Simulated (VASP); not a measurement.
Here is a VASP 6.6.1 calculation.

The input POSCAR:

```
Pb
1.0
    0.0000000000      2.4244952108      2.4244952108
    2.4244952108      0.0000000000      2.4244952108
    2.4244952108      2.4244952108      0.0000000000
Pb
1
Direct
    0.0000000000      0.0000000000      0.0000000000
```

Contents of INCAR.step1:

```
ALGO = Normal
EDIFF = 1E-5
ENCUT = 520
GGA = PE
ISIF = 2
ISMEAR = -1
LASPH = T
LREAL = F
LWAVE = T
NBANDS = 13
NELM = 60
PREC = Accurate
SIGMA = 0.05
```

Contents of INCAR.step2:

```
AEXX = 0.25
ALGO = Normal
EDIFF = 1E-6
ENCUT = 520
ISIF = 2
ISMEAR = -1
ISTART = 1
LASPH = T
LCHARG = T
LELF = T
LHFCALC = T
LMIXTAU = T
LREAL = F
LVHAR = T
LWAVE = F
METAGGA = R2SCAN
NBANDS = 13
NELM = 60
PREC = Accurate
PRECFOCK = Normal
SIGMA = 0.05
```

KPOINTS

```
k-points
0
Gamma
  5 5 5
```

Potentials or basis: VASP PAW PBE potentials, release 64 (Pb_d).

Launch:

```bash
$ cat potpaw_PBE.64/Pb_d/POTCAR > POTCAR
$ cp INCAR.step1 INCAR
$ mpirun -np 1 vasp_std > vasp.out
$ cp INCAR.step2 INCAR
$ mpirun -np 1 vasp_std > vasp.out
```

Task: Estimate the band gap on the k mesh.

Result: Zero (bands 7 and 8 overlap by 10.46 eV).

Task: Estimate the pressure.

Result: 3.3 GPa.

Caveat: the k points lie up to 0.45 Å⁻¹ apart, too coarse for converged energies and pressures of a metal; the PAW data sets were made with another functional, which shifts forces and pressure a little; spin-orbit coupling is left out, which moves the levels of the heavy elements.
